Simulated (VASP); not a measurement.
# Sn3Se (Pm-3m) in VASP: notebook, part 2 of 2

VASP 6.6.1. The steps go on from the part before.

**3. Single point, r2SCAN**

The input, POSCAR:

```
Sn3Se
1.0
    4.7260905951      0.0000000000      0.0000000000
    0.0000000000      4.7260905951      0.0000000000
    0.0000000000      0.0000000000      4.7260905951
Sn Se
3 1
Direct
    0.0000000000      0.5000000000      0.5000000000
    0.5000000000      0.0000000000      0.5000000000
    0.5000000000      0.5000000000      0.0000000000
    0.0000000000      0.0000000000      0.0000000000
```

The input, INCAR.step1:

```
SYSTEM = Sn3Se
PREC = Accurate ; ENCUT = 520
ISMEAR = 0 ; SIGMA = 0.15
LREAL = .FALSE. ; LASPH = .TRUE.
NELM = 80 ; NBANDS = 32
GGA = PE ; ALGO = Normal
EDIFF = 1E-4 ; LWAVE = .TRUE.
LCHARG = .FALSE.
```

The input, INCAR.step2:

```
SYSTEM = Sn3Se
PREC = Accurate ; ENCUT = 520
EDIFF = 1E-7 ; ISMEAR = 0
SIGMA = 0.15 ; LREAL = .FALSE.
LASPH = .TRUE. ; NELM = 80
ALGO = Normal ; ISIF = 2
LWAVE = .FALSE. ; LCHARG = .TRUE.
METAGGA = R2SCAN ; LMIXTAU = .TRUE.
LELF = .TRUE. ; LVHAR = .TRUE.
NBANDS = 32 ; ISTART = 1
```

The input, KPOINTS:

```
regular mesh
0
G
  10 10 10
  0 0 0
```

Potentials or basis: VASP PAW PBE potentials, release 64 (Sn_d, Se).

On the command line:

```
> cat potpaw_PBE.64/Sn_d/POTCAR potpaw_PBE.64/Se/POTCAR > POTCAR
> cp INCAR.step1 INCAR
> mpirun -np 1 vasp_std > vasp.out
> cp INCAR.step2 INCAR
> mpirun -np 1 vasp_std > vasp.out
```

OUTCAR:

```text
SYSTEM = Sn3Se
   PREC = Accurate
   ENCUT = 520
   EDIFF = 1E-7
   ISMEAR = 0
   LREAL = .FALSE.
   LASPH = .TRUE.
   NELM = 80
   ISIF = 2
   METAGGA = R2SCAN
   ISTART = 1

 ion  position               nearest neighbor table
   1  0.000  0.500  0.500-   2 3.34   3 3.34   3 3.34   2 3.34   2 3.34   3 3.34   3 3.34   2 3.34

   2  0.500  0.000  0.500-   1 3.34   3 3.34   3 3.34   1 3.34   3 3.34   3 3.34   1 3.34   1 3.34

   3  0.500  0.500  0.000-   1 3.34   2 3.34   1 3.34   2 3.34   2 3.34   2 3.34   1 3.34   1 3.34

   4  0.000  0.000  0.000-

  LATTYP: Found a simple cubic cell.
 ALAT       =     4.7260905951

  Lattice vectors:

 A1 = (   4.7260905951,   0.0000000000,   0.0000000000)
 A2 = (   0.0000000000,   4.7260905951,   0.0000000000)
 A3 = (   0.0000000000,   0.0000000000,   4.7260905951)

Analysis of symmetry for initial positions (statically):
=====================================================================
 Subroutine PRICEL returns:
 Original cell was already a primitive cell.

 Routine SETGRP: Setting up the symmetry group for a
 simple cubic supercell.

 Subroutine GETGRP returns: Found 48 space group operations
 (whereof 48 operations were pure point group operations)
 out of a pool of 48 trial point group operations.

The static configuration has the point symmetry O_h .

Analysis of symmetry for dynamics (positions and initial velocities):
=====================================================================
 Subroutine PRICEL returns:
 Original cell was already a primitive cell.

 Routine SETGRP: Setting up the symmetry group for a
 simple cubic supercell.

 Subroutine GETGRP returns: Found 48 space group operations
 (whereof 48 operations were pure point group operations)
 out of a pool of 48 trial point group operations.

The dynamic configuration has the point symmetry O_h .

[... 113 lines left out ...]
   NELECT =      48.0000    total number of electrons
   NUPDOWN=      -1.0000    fix difference up-down
   EMIN   =  10.00;   EMAX   =-10.00  energy-range for DOS
   EFERMI =   0.00;   METHOD = LEGACY
   ISMEAR =     0;   SIGMA  =   0.15  broadening in eV -4-tet -1-fermi 0-gaus
   EFERMI_NEDOS =   21; number of points for ismear=-14 and -15
   IALGO  =     38    algorithm
   IMIX   =      4    mixing-type and parameters
     AMIX     =   0.40;   BMIX     =  1.00
     AMIX_MAG =   1.60;   BMIX_MAG =  1.00
  volume/ion in A,a.u.               =      26.39       178.09
  Fermi-wavevector in a.u.,A,eV,Ry     =   1.258886  2.378950 21.562444  1.584795
  Thomas-Fermi vector in A             =   2.392474
   LORBIT       =      0    0 simple, 1 ext, 2 COOP (PROOUT), +10 PAW based schemes
   METAGGA = R2SCAN    functional components
   LHFCALC =     F    Hartree Fock is set to
   AEXX    =    0.0000 exact exchange contribution
   IVDW    =     0    specifies the selected vdW correction
   LEPSILON=     F    determine dielectric tensor
   LRPA    =     F    only Hartree local field effects (RPA)
 non-spin polarized calculation
 Gauss-broadening in eV      SIGMA  =   0.15
  energy-cutoff  :      520.00
  volume of cell :      105.56
 maximum number of plane-waves:      2897
 NGX is ok and might be reduce to    36
   NGX = 17   NGY = 17   NGZ = 17

 number of electron      47.9999976 magnetization

 Free energy of the ion-electron system (eV)
  ---------------------------------------------------
  ext. energy  EPLUGINS =         0.00000000
  ---------------------------------------------------
  free energy    TOTEN  =       -87.73295292 eV

  energy without entropy =      -87.70735805  energy(sigma->0) =      -87.72015548

 E-fermi :   7.3380     XC(G=0): -10.9630

 val. band max:        7.3329455015   @ k =   0.1000   0.1000   0.0000
 cond. band min:       7.3520385323   @ k =   0.3000   0.3000   0.1000
 fundamental gap:      0.0190930309
 Fermi energy:         7.3380380170

 k-point     1 :       0.0000    0.0000    0.0000
  band No.  band energies     occupation
      1     -15.2550      2.00000
      2     -15.2550      2.00000
      3     -15.2550      2.00000
      4     -15.2342      2.00000
      5     -15.2342      2.00000
      6     -15.1920      2.00000
[... 829 lines left out ...]
     31      12.9018      0.00000
     32      13.8046      0.00000

 [... further k-points ...]
[... 5 lines left out ...]
  --------------------------------------------------------------------------------------
  -------------------------------------------------------------------------------------
  Total       -0.0111087     -0.0111087     -0.0111087     -0.0000000      0.0000000     -0.0000000
  in kB       -0.1686037     -0.1686037     -0.1686037     -0.0000000      0.0000000     -0.0000000
  external PRESSURE =      -0.1686037 kB  Pullay stress =       0.0000000 kB

 VOLUME and BASIS-vectors are now :
 -----------------------------------------------------------------------------
  energy-cutoff  :      520.00
  volume of cell :      105.56
      direct lattice vectors                 reciprocal lattice vectors
     4.726090595  0.000000000  0.000000000     0.211591373  0.000000000  0.000000000
     0.000000000  4.726090595  0.000000000     0.000000000  0.211591373  0.000000000
     0.000000000  0.000000000  4.726090595     0.000000000  0.000000000  0.211591373

 POSITION                                       TOTAL-FORCE (eV/Angst)
 -----------------------------------------------------------------------------------
      0.00000      2.36305      2.36305         0.000000      0.000000      0.000000
      2.36305      0.00000      2.36305         0.000000      0.000000      0.000000
      2.36305      2.36305      0.00000         0.000000      0.000000      0.000000
      0.00000      0.00000      0.00000         0.000000      0.000000      0.000000
 -----------------------------------------------------------------------------------
    total drift:                                0.000000      0.000000      0.000000

  FREE ENERGIE OF THE ION-ELECTRON SYSTEM (eV)
  ---------------------------------------------------
  free  energy   TOTEN  =       -87.7329529157 eV

  energy  without entropy=      -87.7073580543  energy(sigma->0) =      -87.72015548
```

OSZICAR.step1:

```text
N       E                     dE             d eps       ncg     rms          rms(c)
DAV:   1     0.454413120916E+03    0.45441E+03   -0.23868E+04  3728   0.220E+03
DAV:   2     0.450936024845E+02   -0.40932E+03   -0.39674E+03  3600   0.561E+02
DAV:   3    -0.123329751675E+02   -0.57427E+02   -0.55557E+02  4328   0.175E+02
DAV:   4    -0.149207770848E+02   -0.25878E+01   -0.25787E+01  4080   0.396E+01
DAV:   5    -0.149989193887E+02   -0.78142E-01   -0.78138E-01  4840   0.737E+00    0.366E+00
DAV:   6    -0.148549990962E+02    0.14392E+00   -0.21070E-01  4800   0.353E+00    0.215E+00
DAV:   7    -0.148440684699E+02    0.10931E-01   -0.72524E-02  4624   0.153E+00    0.960E-01
DAV:   8    -0.148414931883E+02    0.25753E-02   -0.94195E-03  4608   0.627E-01    0.127E-01
DAV:   9    -0.148414739941E+02    0.19194E-04   -0.14170E-03  4056   0.297E-01    0.428E-02
DAV:  10    -0.148414897507E+02   -0.15757E-04   -0.15254E-04  3096   0.128E-01
   1 F= -.14841490E+02 E0= -.14827073E+02  d E =-.288340E-01
```

Wall time 10 min (1 thread of Intel Xeon Platinum 8259CL at 2.50GHz (Skylake/Cascade Lake), shared host); peak memory 0.32 GiB.

What came out:

- Free energy: -87.7330 eV
- Pressure: 0.0 GPa
- Band gap on the k mesh: zero (band 24 reaches 9.36 eV, above the bottom of band 25 at 6.83 eV)

Caveat: the PAW data sets were made with another functional, which shifts forces and pressure a little; spin-orbit coupling is left out, which moves the levels of the heavy elements.

**4. Single point, r2SCAN**

POSCAR is that of step 3.

The input, INCAR.step1:

```
PREC = Accurate
ENCUT = 520
ISMEAR = 0
SIGMA = 0.15
LREAL = F
LASPH = T
NELM = 80
NBANDS = 32
GGA = PE
ALGO = Normal
EDIFF = 1E-4
LWAVE = T
LCHARG = F
```

The input, INCAR.step2:

```
PREC = Accurate
ENCUT = 520
EDIFF = 1E-6
ISMEAR = 0
SIGMA = 0.15
LREAL = F
LASPH = T
NELM = 80
ALGO = Normal
ISIF = 2
LWAVE = F
LCHARG = F
METAGGA = R2SCAN
LMIXTAU = T
NBANDS = 32
ISTART = 1
```

The input, KPOINTS:

```
Automatic mesh
0
Gamma
  12 12 12
```

Potentials or basis: VASP PAW PBE potentials, release 64 (Sn_d, Se).

On the command line:

```
> cat potpaw_PBE.64/Sn_d/POTCAR potpaw_PBE.64/Se/POTCAR > POTCAR
> cp INCAR.step1 INCAR
> mpirun -np 1 vasp_std > vasp.out
> cp INCAR.step2 INCAR
> mpirun -np 1 vasp_std > vasp.out
```

OUTCAR:

```text
PREC = Accurate
   ENCUT = 520
   EDIFF = 1E-6
   ISMEAR = 0
   LREAL = F
   LASPH = T
   NELM = 80
   ISIF = 2
   METAGGA = R2SCAN
   ISTART = 1

 ion  position               nearest neighbor table
   1  0.000  0.500  0.500-   2 3.34   3 3.34   3 3.34   2 3.34   2 3.34   3 3.34   3 3.34   2 3.34

   2  0.500  0.000  0.500-   1 3.34   3 3.34   3 3.34   1 3.34   3 3.34   3 3.34   1 3.34   1 3.34

   3  0.500  0.500  0.000-   1 3.34   2 3.34   1 3.34   2 3.34   2 3.34   2 3.34   1 3.34   1 3.34

   4  0.000  0.000  0.000-

  LATTYP: Found a simple cubic cell.
 ALAT       =     4.7260905951

  Lattice vectors:

 A1 = (   4.7260905951,   0.0000000000,   0.0000000000)
 A2 = (   0.0000000000,   4.7260905951,   0.0000000000)
 A3 = (   0.0000000000,   0.0000000000,   4.7260905951)

Analysis of symmetry for initial positions (statically):
=====================================================================
 Subroutine PRICEL returns:
 Original cell was already a primitive cell.

 Routine SETGRP: Setting up the symmetry group for a
 simple cubic supercell.

 Subroutine GETGRP returns: Found 48 space group operations
 (whereof 48 operations were pure point group operations)
 out of a pool of 48 trial point group operations.

The static configuration has the point symmetry O_h .

Analysis of symmetry for dynamics (positions and initial velocities):
=====================================================================
 Subroutine PRICEL returns:
 Original cell was already a primitive cell.

 Routine SETGRP: Setting up the symmetry group for a
 simple cubic supercell.

 Subroutine GETGRP returns: Found 48 space group operations
 (whereof 48 operations were pure point group operations)
 out of a pool of 48 trial point group operations.

The dynamic configuration has the point symmetry O_h .

 Subroutine INISYM returns: Found 48 space group operations
 (whereof 48 operations are pure point group operations),
 and found     1 'primitive' translations

----------------------------------------------------------------------------------------

                                     Primitive cell

  volume of cell :     105.5616

  direct lattice vectors                    reciprocal lattice vectors
     4.726090595  0.000000000  0.000000000     0.211591373  0.000000000  0.000000000
     0.000000000  4.726090595  0.000000000     0.000000000  0.211591373  0.000000000
     0.000000000  0.000000000  4.726090595     0.000000000  0.000000000  0.211591373

  length of vectors
     4.726090595  4.726090595  4.726090595     0.211591373  0.211591373  0.211591373

  position of ions in fractional coordinates (direct lattice)
     0.000000000  0.500000000  0.500000000
     0.500000000  0.000000000  0.500000000
     0.500000000  0.500000000  0.000000000
     0.000000000  0.000000000  0.000000000

  ion indices of the primitive-cell ions
   primitive index   ion index
                 1           1
                 2           2
                 3           3
                 4           4

----------------------------------------------------------------------------------------

 KPOINTS: Automatic mesh

Automatic generation of k-mesh.
 Grid dimensions read from file:
 generate k-points for:   12   12   12

 Generating k-lattice:

  Cartesian coordinates                     Fractional coordinates (reciprocal lattice)
     0.017632614  0.000000000  0.000000000     0.083333333  0.000000000  0.000000000
     0.000000000  0.017632614  0.000000000     0.000000000  0.083333333  0.000000000
     0.000000000  0.000000000  0.017632614     0.000000000  0.000000000  0.083333333

  Length of vectors
     0.017632614  0.017632614  0.017632614

  Shift w.r.t. Gamma in fractional coordinates (k-lattice)
     0.000000000  0.000000000  0.000000000

 Subroutine IBZKPT returns following result:
 ===========================================

 Found     84 irreducible k-points:

 Following reciprocal coordinates:
            Coordinates               Weight
  0.000000  0.000000  0.000000      1.000000
  0.083333  0.000000  0.000000      6.000000
  0.166667  0.000000  0.000000      6.000000
  0.250000  0.000000  0.000000      6.000000
  0.333333  0.000000  0.000000      6.000000
  0.416667  0.000000  0.000000      6.000000
[... 16 lines left out ...]
  0.333333  0.333333  0.000000     12.000000
  0.416667  0.333333  0.000000     24.000000
 [... further k-points ...]
   k-points           NKPTS =     84   k-points in BZ     NKDIM =     84   number of bands    NBANDS=     32
   number of dos      NEDOS =    301   number of ions     NIONS =      4
   total plane-waves  NPLWV =  46656
   dimension x,y,z NGX =    36 NGY =   36 NGZ =   36
   dimension x,y,z NGXF=    72 NGYF=   72 NGZF=   72
   ions per type =               3   1
   NGX,Y,Z   is equivalent  to a cutoff of  12.66, 12.66, 12.66 a.u.
   NGXF,Y,Z  is equivalent  to a cutoff of  25.33, 25.33, 25.33 a.u.
 SYSTEM =  unknown system
   PREC   = accura    normal or accurate (medium, high low for compatibility)
   ISTART =      1    job   : 0-new  1-cont  2-samecut
   ICHARG =      0    charge: 1-file 2-atom 10-const
   ISPIN  =      1    spin polarized calculation?
   LNONCOLLINEAR =      F non collinear calculations
   LSORBIT =      F    spin-orbit coupling
   LASPH  =      T    aspherical Exc in radial PAW
   ENCUT  =  520.0 eV  38.22 Ry    6.18 a.u.   8.79  8.79  8.79*2*pi/ulx,y,z
   NELM   =     80;   NELMIN=  2; NELMDL=  0     # of ELM steps
   EDIFF  = 0.1E-05   stopping-criterion for ELM
   LREAL  =      F    real-space projection
   EDIFFG = 0.1E-04   stopping-criterion for IOM
   NSW    =      0    number of steps for IOM
   IBRION =     -1    ionic relax: 0-MD 1-quasi-New 2-CG
   NFREE  =      0    steps in history (QN), initial steepest desc. (CG)
   ISIF   =      2    stress and relaxation
   ISYM   =      2    0-nonsym 1-usesym 2-fastsym
   POTIM  = 0.5000    time-step for ionic-motion
   TEBEG  =    0.0;   TEEND  =   0.0 temperature during run
   PSTRESS=    0.0 pullay stress
   NELECT =      48.0000    total number of electrons
   NUPDOWN=      -1.0000    fix difference up-down
   EMIN   =  10.00;   EMAX   =-10.00  energy-range for DOS
   EFERMI =   0.00;   METHOD = LEGACY
   ISMEAR =     0;   SIGMA  =   0.15  broadening in eV -4-tet -1-fermi 0-gaus
   EFERMI_NEDOS =   21; number of points for ismear=-14 and -15
   IALGO  =     38    algorithm
   IMIX   =      4    mixing-type and parameters
     AMIX     =   0.40;   BMIX     =  1.00
     AMIX_MAG =   1.60;   BMIX_MAG =  1.00
  volume/ion in A,a.u.               =      26.39       178.09
  Fermi-wavevector in a.u.,A,eV,Ry     =   1.258886  2.378950 21.562444  1.584795
  Thomas-Fermi vector in A             =   2.392474
   LORBIT       =      0    0 simple, 1 ext, 2 COOP (PROOUT), +10 PAW based schemes
   METAGGA = R2SCAN    functional components
   LHFCALC =     F    Hartree Fock is set to
   AEXX    =    0.0000 exact exchange contribution
   IVDW    =     0    specifies the selected vdW correction
   LEPSILON=     F    determine dielectric tensor
   LRPA    =     F    only Hartree local field effects (RPA)
 non-spin polarized calculation
 Gauss-broadening in eV      SIGMA  =   0.15
  energy-cutoff  :      520.00
  volume of cell :      105.56
 maximum number of plane-waves:      2897
 NGX is ok and might be reduce to    36
   NGX = 17   NGY = 17   NGZ = 17

 number of electron      47.9999976 magnetization

 Free energy of the ion-electron system (eV)
  ---------------------------------------------------
  ext. energy  EPLUGINS =         0.00000000
  ---------------------------------------------------
  free energy    TOTEN  =       -87.73259234 eV

  energy without entropy =      -87.70512186  energy(sigma->0) =      -87.71885710

 E-fermi :   7.3300     XC(G=0): -10.9638

 val. band max:        7.3257114775   @ k =   0.2500   0.0833   0.0000
 cond. band min:       7.3356636549   @ k =   0.1667   0.0833   0.0000
 fundamental gap:      0.0099521773
 Fermi energy:         7.3299621781

 k-point     1 :       0.0000    0.0000    0.0000
  band No.  band energies     occupation
      1     -15.2519      2.00000
      2     -15.2519      2.00000
      3     -15.2519      2.00000
      4     -15.2322      2.00000
      5     -15.2322      2.00000
      6     -15.1884      2.00000
[... 829 lines left out ...]
     31      13.2841      0.00000
     32      15.0251      0.00000

 [... further k-points ...]

------------------------ aborting loop because EDIFF is reached ----------------------------------------

  FORCE on cell =-STRESS in cart. coord.  units (eV):
  Direction    XX          YY          ZZ          XY          YZ          ZX
  --------------------------------------------------------------------------------------
  -------------------------------------------------------------------------------------
  Total       -0.0610212     -0.0610212     -0.0610212      0.0000000      0.0000000     -0.0000000
  in kB       -0.9261580     -0.9261580     -0.9261580      0.0000000      0.0000000     -0.0000000
  external PRESSURE =      -0.9261580 kB  Pullay stress =       0.0000000 kB

 VOLUME and BASIS-vectors are now :
 -----------------------------------------------------------------------------
  energy-cutoff  :      520.00
  volume of cell :      105.56
      direct lattice vectors                 reciprocal lattice vectors
     4.726090595  0.000000000  0.000000000     0.211591373  0.000000000  0.000000000
     0.000000000  4.726090595  0.000000000     0.000000000  0.211591373  0.000000000
     0.000000000  0.000000000  4.726090595     0.000000000  0.000000000  0.211591373

 POSITION                                       TOTAL-FORCE (eV/Angst)
 -----------------------------------------------------------------------------------
      0.00000      2.36305      2.36305         0.000000      0.000000      0.000000
      2.36305      0.00000      2.36305         0.000000      0.000000      0.000000
      2.36305      2.36305      0.00000         0.000000      0.000000      0.000000
      0.00000      0.00000      0.00000         0.000000      0.000000      0.000000
 -----------------------------------------------------------------------------------
    total drift:                                0.000000      0.000000      0.000000

  FREE ENERGIE OF THE ION-ELECTRON SYSTEM (eV)
  ---------------------------------------------------
  free  energy   TOTEN  =       -87.7325923429 eV

  energy  without entropy=      -87.7051218621  energy(sigma->0) =      -87.71885710
```

Wall time 11 min (1 thread of Intel Xeon Platinum 8259CL at 2.50GHz (Skylake/Cascade Lake), shared host); peak memory 0.37 GiB.

Results:

```yaml
Free_energy: -87.7326 eV
Pressure: -0.1 GPa
Band_gap_on_the_k_mesh: zero (band 24 reaches 9.35 eV, above the bottom of band 25 at 6.85 eV)
```

Caveat: the PAW data sets were made with another functional, which shifts forces and pressure a little; spin-orbit coupling is left out, which moves the levels of the heavy elements.

**5. Overview**

| k mesh | smearing | gap on the mesh (eV) | pressure (GPa) |
| --- | --- | --- | --- |
| 10 × 10 × 10 | gaussian 0.1 eV | none | 0.0 |
| 10 × 10 × 10 | gaussian 0.15 eV | none | 0.0 |
| 12 × 12 × 12 | gaussian 0.15 eV | none | -0.1 |

Alike in all rows: task single point; level r2SCAN; potentials or basis VASP PAW PBE potentials, release 64 (Sn_d, Se); no spin polarisation; cell a = 4.726 Å, 4 atoms; cutoff (eV) 520.

Every run on the cell as given and a fine mesh finds a metal.

Caveats: the PAW data sets were made with another functional, which shifts forces and pressure a little; spin-orbit coupling is left out, which moves the levels of the heavy elements.

Absolute energies hang on the potentials; compare differences alone.
